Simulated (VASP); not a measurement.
Wanted: the native input for a VASP 6.6.1 run.

| Quantity | Value |
| --- | --- |
| Task | single point |
| Functional | PBE |
| Potentials or basis | VASP PAW PBE potentials, release 64 (Sc_sv, Ru_pv) |
| Cutoff | 520 eV |
| k mesh | 8 × 8 × 8 |
| Occupations | gaussian, width 0.1 eV |
| Spin | no spin polarisation |
| Dipole correction | no |
| Further INCAR settings | ALGO = Fast; EDIFF = 1e-06; NBANDS = 45 |

The structure of Sc2Ru lies in POSCAR:

```
Sc2Ru
1.0
    0.0000000000      3.8272178859      3.8272178859
    3.8272178859      0.0000000000      3.8272178859
    3.8272178859      3.8272178859      0.0000000000
Sc Ru
4 2
Direct
    0.1250000000      0.1250000000      0.1250000000
    0.6250000000      0.1250000000      0.1250000000
    0.1250000000      0.1250000000      0.6250000000
    0.1250000000      0.6250000000      0.1250000000
    0.5000000000      0.5000000000      0.5000000000
    0.7500000000      0.7500000000      0.7500000000
```

The input as run:

INCAR

```
ALGO = Fast
EDIFF = 1E-6
ENCUT = 520
GGA = PE
ISIF = 2
ISMEAR = 0
LASPH = True
LCHARG = False
LREAL = False
LWAVE = False
NBANDS = 45
NELM = 80
PREC = Accurate
SIGMA = 0.1
```

KPOINTS

```
k-points
0
Gamma
  8 8 8
```

Potentials or basis: VASP PAW PBE potentials, release 64 (Sc_sv, Ru_pv).

Launch:

```bash
$ cat potpaw_PBE.64/Sc_sv/POTCAR potpaw_PBE.64/Ru_pv/POTCAR > POTCAR
$ mpirun -np 1 vasp_std > vasp.out
```

Results of the run:

```yaml
Pressure: 0.2 GPa
Band_gap_on_the_k_mesh: zero (band 36 reaches 6.15 eV, above the bottom of band 37 at 5.50 eV)
```

Run time: 2 min on 1 thread of Intel(R) Xeon(R) 6975P-C (Granite Rapids), with other jobs on the host, peak memory 0.31 GiB.
